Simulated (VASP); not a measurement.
Here is a VASP 6.6.1 calculation.

INCAR

```
SYSTEM = BaNb
PREC = Accurate
ENCUT = 600
EDIFF = 1E-7
ISMEAR = 0
SIGMA = 0.1
LREAL = .False.
LASPH = .True.
NELM = 80
ALGO = Normal
ISIF = 3
LWAVE = .False.
LCHARG = .False.
GGA = PE
IBRION = 2
NSW = 90
EDIFFG = -0.04
```

Contents of KPOINTS:

```
Automatic mesh
0
Gamma
  6 6 4
  0 0 0
```

POSCAR

```
BaNb
1.0
    3.8537470945      0.0000000000      0.0000000000
   -1.9268735472      3.3374428836      0.0000000000
    0.0000000000      0.0000000000      3.7587468135
Ba Nb
1 1
Direct
    0.0000000000      0.0000000000      0.0000000000
    0.6666666667      0.3333333333      0.5000000000
```

Potentials or basis: VASP PAW PBE potentials, release 64 (Ba_sv, Nb_sv).

Run with:

```console
$ cat potpaw_PBE.64/Ba_sv/POTCAR potpaw_PBE.64/Nb_sv/POTCAR > POTCAR
$ mpirun -np 1 vasp_std > vasp.out
```

Problem. What does it give for the relaxed volume?

Solution. 27.57 Å³/atom.

Problem. What does it give for the relaxed cell?

Solution. a = 3.285 Å, b = 3.285 Å, c = 5.900 Å, α = 90.00°, β = 90.00°, γ = 120.00°.

Stress tensor (GPa, compression positive):
```
-0.10  0.00  0.00
 0.00 -0.10  0.00
 0.00  0.00  0.10
```

Caveat: the k points lie up to 0.37 Å⁻¹ apart in the final cell, too coarse for converged energies and pressures of a metal; a cell axis changed by over 15 % at a fixed basis, so the end point is rough.
